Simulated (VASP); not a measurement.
Pd:

```
Pd
1.0
     0.00000    1.94650    1.94650
     1.94650    0.00000    1.94650
     1.94650    1.94650    0.00000
Pd
1
Direct
  0.00000 0.00000 0.00000
```

```yaml
Program: VASP 6.6.1
Task: relaxation of cell and atoms
Functional: PBE
Potentials_or_basis: VASP PAW PBE potentials, release 64 (Pd)
Cutoff: 600 eV
k_mesh: 14 × 14 × 14
Occupations: fermi-dirac, width 0.1 eV
Spin: no spin polarisation
```

At the start: pressure 7.3 GPa; volume 14.75 Å³/atom.

Question: Where does the relaxation end?

Answer: Over 3 steps the energy falls by 12.7 meV/atom and the volume is 15.35 Å³/atom (+4.0 %); space group Fm-3m (No. 225, to 0.05 Å).

The path:
```tsv
step	energy change (eV)	largest force (eV/Å)	pressure (GPa)	volume (Å³)
1	0.0000	0.0000	7.26	14.75
2	0.0108	0.0000	-8.00	16.22
3	-0.0127	0.0000	-0.07	15.35
```

Final structure:
```xyz
1
Lattice="0.0000 1.9724 1.9724 1.9724 0.0000 1.9724 1.9724 1.9724 0.0000" Properties=species:S:1:pos:R:3 pbc="T T T"
Pd    0.0000    0.0000    0.0000
```
